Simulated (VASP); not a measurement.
Write the native input for VASP 6.6.1 that does the following.

- Task: single point
- Functional: LDA
- Potentials or basis: VASP PAW LDA potentials, release 64 (Ba_sv, Zr_sv, O)
- Cutoff: 520 eV
- k mesh: 6 × 6 × 6
- Occupations: gaussian, width 0.05 eV
- Spin: no spin polarisation
- Dipole correction: no
- Further INCAR settings: ALGO = Normal; EDIFF = 1e-06; NBANDS = 28

The structure of BaZrO3 lies in POSCAR:

```
BaZrO3
1.0
    4.3755642706      0.0000000000      0.0000000000
    0.0000000000      4.6036742562      0.0000000000
    0.0000000000      0.0000000000      4.1474542849
Ba Zr O
1 1 3
Direct
    0.5000000000      0.5000000000      0.5000000000
    0.0000000000      0.0000000000      0.0000000000
    0.5000000000      0.0000000000      0.0000000000
    0.0000000000      0.5000000000      0.0000000000
    0.0000000000      0.0000000000      0.5000000000
```

This cell differs from its parent crystal: normal strain along x +0.0550, normal strain along y +0.1100.

The input as run:

INCAR

```
SYSTEM = BaZrO3
  PREC = Accurate
  ENCUT = 520
  EDIFF = 1E-6
  ISMEAR = 0
  SIGMA = 0.05
  LREAL = .FALSE.
  LASPH = .TRUE.
  NELM = 80
  ALGO = Normal
  ISIF = 2
  LWAVE = .FALSE.
  LCHARG = .FALSE.
  GGA = CA
  NBANDS = 28
```

KPOINTS

```
Automatic mesh
0
G
  6 6 6
  0 0 0
```

Potentials or basis: VASP PAW LDA potentials, release 64 (Ba_sv, Zr_sv, O).

Command:

```bash
$ cat potpaw_LDA.64/Ba_sv/POTCAR potpaw_LDA.64/Zr_sv/POTCAR potpaw_LDA.64/O/POTCAR > POTCAR
$ mpirun -np 1 vasp_std > vasp.out
```

Results of the run:

```
Pressure               : -17.2 GPa
Band gap on the k mesh : 2.55 eV, indirect (least direct gap 2.86 eV)
```

Caveat: the cell differs from its parent crystal (normal strain along x +0.0550, normal strain along y +0.1100); spin-orbit coupling is left out, which moves the levels of the heavy elements.

Run time: 120 s on 1 thread of Intel(R) Xeon(R) Platinum 8259CL CPU @ 2.50GHz (Skylake/Cascade Lake), with other jobs on the host, peak memory 0.27 GiB.
